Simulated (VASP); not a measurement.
Runs of VASP 6.6.1 on MnO2. The structure is that of space group P4_2/mnm (No. 136), or close to it. The cells are those of the table. 

```csv
task,level,potentials or basis,U,cell,cutoff (eV),gap on the mesh (eV),pressure (GPa),moment (μB),largest force (eV/Å)
single point,PBEsol,"VASP PAW PBE potentials, release 64 (Mn_sv, O)",-,"a = 4.487, b = 4.487, c = 2.923 Å, 6 atoms",700,none,-15.9,6.00,0.29
single point,PBEsol,"VASP PAW PBE potentials, release 64 (Mn_sv, O)",-,"a = 4.341, b = 4.341, c = 2.828 Å, 6 atoms",700,none,(a),5.92,0.14
single point,PBEsol,"VASP PAW PBE potentials, release 64 (Mn_sv, O)",-,"a = 4.371, b = 4.371, c = 2.848 Å, 6 atoms",700,none,1.4,(b),0.03
relaxation of cell and atoms,PBEsol+U,"VASP PAW PBE potentials, release 64 (Mn_pv, O)",Mn d U = 5.0 eV,"relaxed from a = 4.400, b = 4.400, c = 2.867 Å, 6 atoms",600,none,0.0,(c),-
single point,PBEsol,"VASP PAW PBE potentials, release 64 (Mn_sv, O)",-,"a = 4.430, b = 4.430, c = 2.886 Å, 6 atoms",600,none,-9.1,5.99,0.15
```

Alike in all rows: spin collinear, ferromagnetic start; k mesh 6 × 6 × 9; smearing fermi-dirac 0.05 eV.

Estimate the missing entries.

(a) 7.1; (b) 5.95; (c) 6.07.

Caveats: the PAW data sets were made with another functional, which shifts forces and pressure a little; the run started ferromagnetic, and an antiferromagnetic order may lie lower in energy; semilocal functionals often make such compounds metallic where correlation or magnetic order opens a gap, which also shifts bond lengths (at least some runs); the cell stands under tension (at least some runs); the cell stands under pressure (at least some runs).

A gap of «none» marks levels without a gap at the run's occupations.

The runs don't all hold the same shells in valence.
